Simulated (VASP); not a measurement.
Here is a VASP 6.6.1 calculation.

The input INCAR:

```
PREC = Accurate
ENCUT = 600
EDIFF = 1E-7
ISMEAR = 0
SIGMA = 0.1
LREAL = False
LASPH = True
NELM = 100
ALGO = Normal
ISIF = 4
LWAVE = False
LCHARG = False
GGA = PS
IBRION = 2
NSW = 50
EDIFFG = -0.01
```

Contents of KPOINTS:

```
regular mesh
0
Gamma
  18 18 18
```

File POSCAR:

```
Si2W
1.0
   -1.6550293692      1.6550293692      4.0240997133
    1.6550293692     -1.6550293692      4.0240997133
    1.6550293692      1.6550293692     -4.0240997133
Si W
2 1
Direct
    0.3355316519      0.3355316519      0.0000000000
    0.6644683481      0.6644683481      0.0000000000
    0.0000000000      0.0000000000      0.0000000000
```

Potentials or basis: VASP PAW PBE potentials, release 64 (Si, W_sv).

Run with:

```sh
$ cat potpaw_PBE.64/Si/POTCAR potpaw_PBE.64/W_sv/POTCAR > POTCAR
$ mpirun -np 1 vasp_std > vasp.out
```

Q: What does it give for the band gap on the k mesh?

A: Zero (bands 11 and 12 overlap by 1.07 eV).

Final structure:
```xyz
3
Lattice="-1.6564 1.6564 4.0175 1.6564 -1.6564 4.0175 1.6564 1.6564 -4.0175" Properties=species:S:1:pos:R:3 pbc="T T T"
Si    0.0000    0.0000    2.7011
Si    0.0000    0.0000    5.3340
W     0.0000    0.0000    0.0000
```

Caveat: spin-orbit coupling is left out, which moves the levels of the heavy elements.
